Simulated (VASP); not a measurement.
# H2CI2 (Fmm2) in VASP: a series of runs

Runs on H2CI2. Level: r2SCAN. Tasks: single point.

Program: VASP 6.6.1. These are calculated values, not measurements. Logs are shortened: lines on timing, memory, paths and dates and some standing lists are left out, and cuts for length are marked.

## Step 1: The cell of the first run

Symmetry: Fmm2, No. 42, orthorhombic system. The conventional cell has a = 7.316 Å, b = 13.012 Å, c = 4.706 Å, α = 90.00°, β = 90.00°, γ = 90.00°. H (site symmetry m) has 1 C at 1.08 Å within 1.5 Å. Within 1.5 Å of C (site symmetry mm2) lie 2 H at 1.08 Å. I (site symmetry m) has 1 C at 2.14 Å and 2 H at 2.68 Å within 2.8 Å.

## Step 2: Single point, r2SCAN (22.40 Å³/atom)

Input file POSCAR:

```
H2CI2
1.0
    0.0000000000      6.5058016368      2.3528171019
    3.6577659333      0.0000000000      2.3528171019
    3.6577659333      6.5058016368      0.0000000000
H C I
2 1 2
Direct
    0.7424292518      0.9886861084      0.2575707482
    0.9886861084      0.7424292518      0.0113138916
    0.9939407288      0.9939407288      0.0060592712
    0.3828501396      0.1081137716      0.8918862284
    0.1081137716      0.3828501396      0.6171498604
```

Input file INCAR.step1:

```
SYSTEM = H2CI2
PREC = Accurate
ENCUT = 520
ISMEAR = 0
SIGMA = 0.02
LREAL = .False.
LASPH = .True.
NELM = 80
NBANDS = 18
GGA = PE
ALGO = Normal
EDIFF = 1E-4
LWAVE = .True.
LCHARG = .False.
```

Input file INCAR.step2:

```
SYSTEM = H2CI2
PREC = Accurate
ENCUT = 520
EDIFF = 1E-7
ISMEAR = 0
SIGMA = 0.02
LREAL = .False.
LASPH = .True.
NELM = 80
ALGO = Normal
ISIF = 2
LWAVE = .False.
LCHARG = .False.
METAGGA = R2SCAN
LMIXTAU = .True.
NBANDS = 18
ISTART = 1
```

Input file KPOINTS:

```
regular mesh
0
Gamma
  6 6 6
  0 0 0
```

Potentials or basis: VASP PAW PBE potentials, release 64 (H, C, I).

Launch:

```console
$ cat potpaw_PBE.64/H/POTCAR potpaw_PBE.64/C/POTCAR potpaw_PBE.64/I/POTCAR > POTCAR
$ cp INCAR.step1 INCAR
$ mpirun -np 1 vasp_std > vasp.out
$ cp INCAR.step2 INCAR
$ mpirun -np 1 vasp_std > vasp.out
```

OUTCAR:

```text
SYSTEM = H2CI2
   PREC = Accurate
   ENCUT = 520
   EDIFF = 1E-7
   ISMEAR = 0
   LREAL = .False.
   LASPH = .True.
   NELM = 80
   ISIF = 2
   METAGGA = R2SCAN
   ISTART = 1

 ion  position               nearest neighbor table
   1  0.742  0.989  0.258-   3 1.08
   2  0.989  0.742  0.011-   3 1.08
   3  0.994  0.994  0.006-   1 1.08   2 1.08   4 2.14   5 2.14
   4  0.383  0.108  0.892-   3 2.14
   5  0.108  0.383  0.617-   3 2.14

  LATTYP: Found a face centered orthorhombic cell.
 ALAT       =     4.7056342038
 B/A-ratio  =     1.5546325001
 C/A-ratio  =     2.7651115046

  Lattice vectors:

 A1 = (   3.6577659333,   6.5058016368,   0.0000000000)
 A2 = (   0.0000000000,   6.5058016368,   2.3528171019)
 A3 = (   3.6577659333,   0.0000000000,   2.3528171019)

Analysis of symmetry for initial positions (statically):
=====================================================================
 Subroutine PRICEL returns:
 Original cell was already a primitive cell.

 Routine SETGRP: Setting up the symmetry group for a
 face centered orthorhombic supercell.

 Subroutine GETGRP returns: Found  4 space group operations
 (whereof  4 operations were pure point group operations)
 out of a pool of  8 trial point group operations.

The static configuration has the point symmetry C_2v.

Analysis of symmetry for dynamics (positions and initial velocities):
=====================================================================
 Subroutine PRICEL returns:
 Original cell was already a primitive cell.

 Routine SETGRP: Setting up the symmetry group for a
 face centered orthorhombic supercell.

 Subroutine GETGRP returns: Found  4 space group operations
 (whereof  4 operations were pure point group operations)
 out of a pool of  8 trial point group operations.

The dynamic configuration has the point symmetry C_2v.

 Subroutine INISYM returns: Found  4 space group operations
 (whereof  4 operations are pure point group operations),
 and found     1 'primitive' translations

----------------------------------------------------------------------------------------

                                     Primitive cell

  volume of cell :     111.9786

  direct lattice vectors                    reciprocal lattice vectors
     0.000000000  6.505801637  2.352817102    -0.136695461  0.076854480  0.212511206
     3.657765933  0.000000000  2.352817102     0.136695461 -0.076854480  0.212511206
     3.657765933  6.505801637  0.000000000     0.136695461  0.076854480 -0.212511206

  length of vectors
     6.918179186  4.349137838  7.463558572     0.264108449  0.264108449  0.264108449

  position of ions in fractional coordinates (direct lattice)
     0.742429252  0.988686108  0.257570748
     0.988686108  0.742429252  0.011313892
     0.993940729  0.993940729  0.006059271
     0.382850140  0.108113772  0.891886228
     0.108113772  0.382850140  0.617149860

  ion indices of the primitive-cell ions
   primitive index   ion index
                 1           1
                 2           2
                 3           3
                 4           4
                 5           5

----------------------------------------------------------------------------------------

 KPOINTS: regular mesh

Automatic generation of k-mesh.
 Grid dimensions read from file:
 generate k-points for:    6    6    6

 Generating k-lattice:

  Cartesian coordinates                     Fractional coordinates (reciprocal lattice)
    -0.022782577  0.012809080  0.035418534     0.166666667 -0.000000000  0.000000000
     0.022782577 -0.012809080  0.035418534    -0.000000000  0.166666667  0.000000000
     0.022782577  0.012809080 -0.035418534     0.000000000  0.000000000  0.166666667

  Length of vectors
     0.044018075  0.044018075  0.044018075

  Shift w.r.t. Gamma in fractional coordinates (k-lattice)
     0.000000000  0.000000000  0.000000000

 Subroutine IBZKPT returns following result:
 ===========================================

 Found     46 irreducible k-points:

 Following reciprocal coordinates:
            Coordinates               Weight
  0.000000  0.000000  0.000000      1.000000
  0.166667 -0.000000  0.000000      8.000000
  0.333333  0.000000  0.000000      8.000000
  0.500000  0.000000  0.000000      4.000000
  0.166667  0.166667  0.000000      2.000000
  0.333333  0.166667 -0.000000      8.000000
[... 16 lines left out ...]
 -0.166667  0.166667  0.166667      8.000000
  0.500000  0.333333  0.166667      4.000000
 [... further k-points ...]
   k-points           NKPTS =     46   k-points in BZ     NKDIM =     46   number of bands    NBANDS=     18
   number of dos      NEDOS =    301   number of ions     NIONS =      5
   total plane-waves  NPLWV =  96768
   dimension x,y,z NGX =    54 NGY =   32 NGZ =   56
   dimension x,y,z NGXF=   108 NGYF=   64 NGZF=  112
   ions per type =               2   1   2
   NGX,Y,Z   is equivalent  to a cutoff of  12.98, 12.23, 12.47 a.u.
   NGXF,Y,Z  is equivalent  to a cutoff of  25.95, 24.46, 24.95 a.u.
 SYSTEM =  H2CI2
   PREC   = accura    normal or accurate (medium, high low for compatibility)
   ISTART =      1    job   : 0-new  1-cont  2-samecut
   ICHARG =      0    charge: 1-file 2-atom 10-const
   ISPIN  =      1    spin polarized calculation?
   LNONCOLLINEAR =      F non collinear calculations
   LSORBIT =      F    spin-orbit coupling
   LASPH  =      T    aspherical Exc in radial PAW
   ENCUT  =  520.0 eV  38.22 Ry    6.18 a.u.  12.86  8.09 13.88*2*pi/ulx,y,z
   NELM   =     80;   NELMIN=  2; NELMDL=  0     # of ELM steps
   EDIFF  = 0.1E-06   stopping-criterion for ELM
   LREAL  =      F    real-space projection
   EDIFFG = 0.1E-05   stopping-criterion for IOM
   NSW    =      0    number of steps for IOM
   IBRION =     -1    ionic relax: 0-MD 1-quasi-New 2-CG
   NFREE  =      0    steps in history (QN), initial steepest desc. (CG)
   ISIF   =      2    stress and relaxation
   ISYM   =      2    0-nonsym 1-usesym 2-fastsym
   POTIM  = 0.5000    time-step for ionic-motion
   TEBEG  =    0.0;   TEEND  =   0.0 temperature during run
   PSTRESS=    0.0 pullay stress
   NELECT =      20.0000    total number of electrons
   NUPDOWN=      -1.0000    fix difference up-down
   EMIN   =  10.00;   EMAX   =-10.00  energy-range for DOS
   EFERMI =   0.00;   METHOD = LEGACY
   ISMEAR =     0;   SIGMA  =   0.02  broadening in eV -4-tet -1-fermi 0-gaus
   EFERMI_NEDOS =   21; number of points for ismear=-14 and -15
   IALGO  =     38    algorithm
   IMIX   =      4    mixing-type and parameters
     AMIX     =   0.40;   BMIX     =  1.00
     AMIX_MAG =   1.60;   BMIX_MAG =  1.00
  volume/ion in A,a.u.               =      22.40       151.13
  Fermi-wavevector in a.u.,A,eV,Ry     =   0.921948  1.742230 11.564796  0.849989
  Thomas-Fermi vector in A             =   2.047421
   LORBIT       =      0    0 simple, 1 ext, 2 COOP (PROOUT), +10 PAW based schemes
   METAGGA = R2SCAN    functional components
   LHFCALC =     F    Hartree Fock is set to
   AEXX    =    0.0000 exact exchange contribution
   IVDW    =     0    specifies the selected vdW correction
   LEPSILON=     F    determine dielectric tensor
   LRPA    =     F    only Hartree local field effects (RPA)
 non-spin polarized calculation
 Gauss-broadening in eV      SIGMA  =   0.02
  energy-cutoff  :      520.00
  volume of cell :      111.98
 maximum number of plane-waves:      3044
 NGX is ok and might be reduce to    54
   NGX = 25   NGY = 17   NGZ = 27

 number of electron      19.9999999 magnetization

 Free energy of the ion-electron system (eV)
  ---------------------------------------------------
  ext. energy  EPLUGINS =         0.00000000
  ---------------------------------------------------
  free energy    TOTEN  =       -65.62656511 eV

  energy without entropy =      -65.62656511  energy(sigma->0) =      -65.62656511

 E-fermi :   1.2410     XC(G=0):  -8.2638

 val. band max:        1.0935056191   @ k =   0.0000   0.0000   0.0000
 cond. band min:       4.2197035006   @ k =   0.5000   0.0000   0.5000
 fundamental gap:      3.1261978815
 Fermi energy:         1.2409924400

 k-point     1 :       0.0000    0.0000    0.0000
  band No.  band energies     occupation
      1     -13.5046      2.00000
      2     -10.8505      2.00000
      3      -9.2184      2.00000
      4      -4.3616      2.00000
      5      -3.4679      2.00000
      6      -2.1431      2.00000
[... 10 lines left out ...]
     17      10.2453      0.00000
     18      10.5991      0.00000

 k-point     2 :       0.1667   -0.0000    0.0000
  band No.  band energies     occupation
      1     -13.4349      2.00000
      2     -10.8601      2.00000
      3      -9.2086      2.00000
      4      -4.4603      2.00000
      5      -3.5161      2.00000
      6      -2.3152      2.00000
[... 10 lines left out ...]
     17      10.4429      0.00000
     18      11.0379      0.00000

 k-point     3 :       0.3333    0.0000    0.0000
  band No.  band energies     occupation
      1     -13.2857      2.00000
      2     -10.8729      2.00000
      3      -9.2266      2.00000
      4      -4.6541      2.00000
      5      -3.4696      2.00000
      6      -2.6089      2.00000
[... 10 lines left out ...]
     17      10.9564      0.00000
     18      11.5943      0.00000

 k-point     4 :       0.5000    0.0000    0.0000
  band No.  band energies     occupation
      1     -13.2054      2.00000
      2     -10.8764      2.00000
      3      -9.2559      2.00000
      4      -4.7411      2.00000
      5      -3.3947      2.00000
      6      -2.7001      2.00000
[... 375 lines left out ...]
      4      -4.8729      2.00000
      5      -3.4422      2.00000
      6      -2.6673      2.00000
[... 10 lines left out ...]
     17      10.5915      0.00000
     18      11.7139      0.00000

 k-point    23 :      -0.1667    0.1667    0.1667
  band No.  band energies     occupation
      1     -13.3307      2.00000
      2     -10.7851      2.00000
      3      -9.1959      2.00000
      4      -4.7934      2.00000
      5      -3.5206      2.00000
      6      -2.4073      2.00000
[... 10 lines left out ...]
     17       9.8673      0.00000
     18      11.9247      0.00000

 k-point    24 :       0.5000    0.3333    0.1667
  band No.  band energies     occupation
      1     -13.1580      2.00000
      2     -10.8687      2.00000
      3      -9.1639      2.00000
      4      -4.9852      2.00000
      5      -3.2934      2.00000
      6      -2.6534      2.00000
[... 10 lines left out ...]
     17      11.2945      0.00000
     18      11.4702      0.00000

 [... further k-points ...]

------------------------ aborting loop because EDIFF is reached ----------------------------------------

  FORCE on cell =-STRESS in cart. coord.  units (eV):
  Direction    XX          YY          ZZ          XY          YZ          ZX
  --------------------------------------------------------------------------------------
  -------------------------------------------------------------------------------------
  Total        0.3759194      0.1705087      0.2719926      0.0000000      0.0000000      0.0000000
  in kB        5.3786151      2.4396200      3.8916404      0.0000000      0.0000000      0.0000000
  external PRESSURE =       3.9032918 kB  Pullay stress =       0.0000000 kB

 VOLUME and BASIS-vectors are now :
 -----------------------------------------------------------------------------
  energy-cutoff  :      520.00
  volume of cell :      111.98
      direct lattice vectors                 reciprocal lattice vectors
     0.000000000  6.505801637  2.352817102    -0.136695461  0.076854480  0.212511206
     3.657765933  0.000000000  2.352817102     0.136695461 -0.076854480  0.212511206
     3.657765933  6.505801637  0.000000000     0.136695461  0.076854480 -0.212511206

 POSITION                                       TOTAL-FORCE (eV/Angst)
 -----------------------------------------------------------------------------------
      4.55852      6.50580      4.07300         0.056676      0.000000     -0.037140
      2.75702      6.50580      4.07300        -0.056676      0.000000     -0.037140
      3.65777      6.50580      4.67712         0.000000      0.000000      0.115645
      3.65777      8.29318      1.15515         0.000000     -0.030554     -0.020683
      3.65777      4.71842      1.15515         0.000000      0.030554     -0.020683
 -----------------------------------------------------------------------------------
    total drift:                               -0.000002     -0.000002     -0.000019

  FREE ENERGIE OF THE ION-ELECTRON SYSTEM (eV)
  ---------------------------------------------------
  free  energy   TOTEN  =       -65.6265651100 eV

  energy  without entropy=      -65.6265651100  energy(sigma->0) =      -65.62656511
```

It took 5.2 min on 1 thread of Intel Xeon 6975P-C (Granite Rapids), shared host; peak memory 0.38 GiB.

What came out:

| Quantity | Value |
| --- | --- |
| Free energy | -65.6266 eV |
| Pressure | 0.4 GPa |
| Largest force | 0.116 eV/Å |
| Band gap on the k mesh | 3.13 eV (least direct gap 3.22 eV) |

Forces in eV/Å, atoms in the order of the input:
```
H    0.057  0.000 -0.037
H   -0.057  0.000 -0.037
C    0.000  0.000  0.116
I    0.000 -0.031 -0.021
I    0.000  0.031 -0.021
```

Caveat: the PAW data sets were made with another functional, which shifts forces and pressure a little; spin-orbit coupling is left out, which moves the levels of the heavy elements. A k mesh can miss the band edges.

## Step 3: Single point, r2SCAN (23.11 Å³/atom)

This run uses another cell than the first one, of 23.11 Å³/atom.

Input file POSCAR:

```
H2CI2
1.0
    0.0000000000      6.5395288447      2.3805770146
    3.7112488962      0.0000000000      2.3805770146
    3.7112488962      6.5395288447      0.0000000000
H C I
2 1 2
Direct
    0.7464197055      0.9891120602      0.2535802945
    0.9891120602      0.7464197055      0.0108879398
    0.9946509398      0.9946509398      0.0053490602
    0.3797247443      0.1061125503      0.8938874497
    0.1061125503      0.3797247443      0.6202752557
```

Input file INCAR.step1:

```
ALGO = Normal ; EDIFF = 1E-4
ENCUT = 520 ; GGA = PE
ISMEAR = 0 ; LASPH = T
LCHARG = F ; LREAL = F
LWAVE = T ; NBANDS = 18
NELM = 100 ; PREC = Accurate
SIGMA = 0.02
```

Input file INCAR.step2:

```
ALGO = Normal ; EDIFF = 1E-7
ENCUT = 520 ; ISIF = 2
ISMEAR = 0 ; ISTART = 1
LASPH = T ; LCHARG = T
LELF = T ; LMIXTAU = T
LREAL = F ; LVHAR = T
LWAVE = F ; METAGGA = R2SCAN
NBANDS = 18 ; NELM = 100
PREC = Accurate ; SIGMA = 0.02
```

Input file KPOINTS:

```
k-points
0
Gamma
  6 6 6
```

Potentials or basis: VASP PAW PBE potentials, release 64 (H, C, I).

Launch:

```console
$ cat potpaw_PBE.64/H/POTCAR potpaw_PBE.64/C/POTCAR potpaw_PBE.64/I/POTCAR > POTCAR
$ cp INCAR.step1 INCAR
$ mpirun -np 1 vasp_std > vasp.out
$ cp INCAR.step2 INCAR
$ mpirun -np 1 vasp_std > vasp.out
```

Wall time 5 min (1 thread of Intel Xeon 6975P-C (Granite Rapids), shared host); peak memory 0.41 GiB.

It converged, with:

```yaml
Free_energy: -65.6337 eV
Pressure: 0.1 GPa
Largest_force: 0.115 eV/Å
Band_gap_on_the_k_mesh: 3.17 eV (least direct gap 3.27 eV)
```

Forces in eV/Å, atoms in the order of the input:
```
H    0.057  0.000 -0.037
H   -0.057  0.000 -0.037
C    0.000  0.000  0.115
I    0.000 -0.030 -0.020
I    0.000  0.030 -0.020
```

Stress tensor (GPa, compression positive):
```
0.28 0.00 0.00
0.00 0.00 0.00
0.00 0.00 0.13
```

Levels at points of the mesh, in eV from the valence-band top:
```csv
k point,band 7,band 8,band 9,band 10,band 11,band 12,band 13,band 14
"(0.00, 0.00, 0.00)",-0.92,-0.22,-0.04,0.00,3.28,5.27,5.79,6.70
"(0.50, 0.00, 0.00)",-1.54,-0.90,-0.57,-0.17,3.83,5.11,6.18,7.44
"(0.50, 0.50, 0.00)",-1.98,-1.46,-0.57,-0.48,3.43,4.53,7.58,8.16
"(0.50, 0.00, 0.50)",-1.20,-0.39,-0.15,-0.10,3.17,4.90,6.85,7.31
"(0.00, 0.50, 0.50)",-1.36,-1.21,-0.96,-0.30,3.60,4.84,7.05,7.33
```

Caveat: the PAW data sets were made with another functional, which shifts forces and pressure a little; spin-orbit coupling is left out, which moves the levels of the heavy elements.

## Step 4: Single point, r2SCAN

This run uses another cell than the first one, of 23.69 Å³/atom.

Input file POSCAR:

```
H2CI2
1.0
    0.0000000000      6.5793336411      2.4050936262
    3.7431284349      0.0000000000      2.4050936262
    3.7431284349      6.5793336411      0.0000000000
H C I
2 1 2
Direct
    0.7494270908      0.9901085237      0.2505729092
    0.9901085237      0.7494270908      0.0098914763
    0.9953826332      0.9953826332      0.0046173668
    0.3767233197      0.1043784327      0.8956215673
    0.1043784327      0.3767233197      0.6232766803
```

Input file INCAR.step1:

```
PREC = Accurate ; ENCUT = 520
ISMEAR = 0 ; SIGMA = 0.1
LREAL = False ; LASPH = True
NELM = 100 ; NBANDS = 18
GGA = PE ; ALGO = Normal
EDIFF = 1E-4 ; LWAVE = True
LCHARG = False
```

Input file INCAR.step2:

```
PREC = Accurate ; ENCUT = 520
EDIFF = 1E-6 ; ISMEAR = 0
SIGMA = 0.1 ; LREAL = False
LASPH = True ; NELM = 100
ALGO = Normal ; ISIF = 2
LWAVE = False ; LCHARG = False
METAGGA = R2SCAN ; LMIXTAU = True
NBANDS = 18 ; ISTART = 1
```

Input file KPOINTS:

```
Automatic mesh
0
Gamma
  6 6 6
```

Launch:

```console
$ cat potpaw_PBE.64/H/POTCAR potpaw_PBE.64/C/POTCAR potpaw_PBE.64/I/POTCAR > POTCAR
$ cp INCAR.step1 INCAR
$ mpirun -np 1 vasp_std > vasp.out
$ cp INCAR.step2 INCAR
$ mpirun -np 1 vasp_std > vasp.out
```

Wall time 4.1 min (1 thread of Intel Xeon 6975P-C (Granite Rapids), shared host); peak memory 0.41 GiB.

It converged, with:

| Quantity | Value |
| --- | --- |
| Free energy | -65.6357 eV |
| Pressure | 0.0 GPa |
| Largest force | 0.104 eV/Å |
| Band gap on the k mesh | 3.21 eV (least direct gap 3.29 eV) |

Forces on the atoms (eV/Å):
```
H    0.050  0.000 -0.032
H   -0.050  0.000 -0.032
C    0.000  0.000  0.104
I    0.000 -0.032 -0.019
I    0.000  0.032 -0.019
```

Stress tensor (GPa, compression positive):
```
 0.12  0.00  0.00
 0.00 -0.22  0.00
 0.00  0.00 -0.05
```

Levels at points of the mesh, in eV from the valence-band top:
```tsv
k point	band 8	band 9	band 10	band 11	band 12	band 13
(0.00, 0.00, 0.00)	-0.20	-0.01	0.00	3.29	5.29	5.77
(0.50, 0.00, 0.00)	-0.86	-0.53	-0.15	3.84	5.12	6.22
(0.50, 0.50, 0.00)	-1.39	-0.53	-0.44	3.48	4.58	7.64
(0.50, 0.00, 0.50)	-0.36	-0.14	-0.09	3.21	4.91	6.87
(0.00, 0.50, 0.50)	-1.15	-0.91	-0.26	3.62	4.88	7.10
```

Caveat: the PAW data sets were made with another functional, which shifts forces and pressure a little; spin-orbit coupling is left out, which moves the levels of the heavy elements. A k mesh can miss the band edges.

[end of part 1 of 2]
